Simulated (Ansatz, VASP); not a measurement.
# TaN: VASP beside Ansatz

```
Ta N
1.0
     0.00000    1.94852    1.94852
     1.94852    0.00000    1.94852
     1.94852    1.94852    0.00000
Ta N
1 1
Cartesian
  0.0000 0.0000 0.0000
  1.9485 1.9485 1.9485
```

Change from the starting cell: volume scaled by 0.72, LAPW.

Alike in both runs: task single point; functional LDA; k mesh 15 × 15 × 15; occupations fermi-dirac, width 0.05 eV; no spin polarisation.

|  | VASP | Ansatz |
| --- | --- | --- |
| version | VASP 6.6.1 | Ansatz 0.2.0 |
| potentials or method | VASP PAW LDA potentials, release 64 (Ta_pv, N), cutoff 520 eV | all-electron LAPW, scalar-relativistic |

VASP gave:

```
pressure (GPa) : 260.1
```

Question: Which values does Ansatz return?

Answer: Pressure (GPa): 247.7.

LDA's correlation is that of Perdew and Zunger in VASP and of Perdew and Wang (1992) in Ansatz. Both programs put the cell under a high pressure, so it lies far from rest at this level. Ansatz ran all-electron here, and VASP with PAW potentials.

Spin-orbit coupling is off throughout. Noted on VASP's run: the cell as given lies far from equilibrium.
